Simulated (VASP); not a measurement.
Input of a VASP 6.6.1 run:

The input INCAR:

```
AGGAC = 1.0
AGGAX = 1.0
ALDAC = 0.0
ALDAX = 1.0
ALGO = Normal
EDIFF = 1E-6
ENCUT = 520
GGA = B5
ISIF = 2
ISMEAR = -1
ISPIN = 2
IVDW = 13
LASPH = T
LCHARG = F
LMAXMIX = 4
LORBIT = 11
LREAL = F
LWAVE = F
MAGMOM = 2 2
NBANDS = 20
NELM = 150
PREC = Accurate
SIGMA = 0.05
VDW_A1 = 0.44488865
VDW_A2 = 4.0933009
VDW_S6 = 1.0
VDW_S8 = 2.34076671
```

File KPOINTS:

```
k-points
0
Gamma
  12 12 7
```

Contents of POSCAR:

```
Co
1.0
    2.4858791790      0.0000000000      0.0000000000
   -1.2429395895      2.1528345198      0.0000000000
    0.0000000000      0.0000000000      4.0043024379
Co
2
Direct
    0.3333333333      0.6666666667      0.7499988922
    0.6666666667      0.3333333333      0.2500011078
```

Potentials or basis: VASP PAW PBE potentials, release 64 (Co).

Run with:

```console
$ cat potpaw_PBE.64/Co/POTCAR > POTCAR
$ mpirun -np 1 vasp_std > vasp.out
```

What does it give for the net moment?

3.13 μB per cell.

Estimate the pressure.

-0.5 GPa.

Estimate the dispersion energy per atom.

-0.839 eV.

What does it give for the site moments?

Co +1.58 μB.

Caveat: the PAW data sets were made with another functional, which shifts forces and pressure a little; pairwise dispersion overbinds metals, which lowers pressure and volume.
